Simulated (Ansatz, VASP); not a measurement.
**Two plane-wave programs on Cu**

```
Cu
1.0
     2.40675    0.00000    0.00000
     0.00000    2.40675    0.00000
     0.00000    0.00000    2.40675
Cu
1
Direct
  0.00000 0.00000 0.00000
```

Alike in both runs: functional PBE; k mesh 13 × 13 × 13; occupations fermi-dirac, width 0.1 eV; no spin polarisation.

Ansatz relaxed the structure, and its values are those at the end. VASP's run is a single point on that final structure, the one shown.

|  | VASP | Ansatz |
| --- | --- | --- |
| version | VASP 6.6.1 | Ansatz 0.2.0 |
| potentials or method | VASP PAW PBE potentials, release 64 (Cu), cutoff 520 eV | plane waves (420 eV) with PAW, scalar-relativistic |
| valence electrons in the cell | 11 | 19 |

VASP gave:

```
pressure (GPa) : 0.3
```

**Question.** Which values does Ansatz return?

**Answer.** Pressure (GPa): 0.0.

The functional is the same, so the differences come from potentials, cutoffs and numerics. VASP's potentials hold 11 valence electrons a cell and Ansatz's 19, so a difference there can come from the potentials and not from the codes.
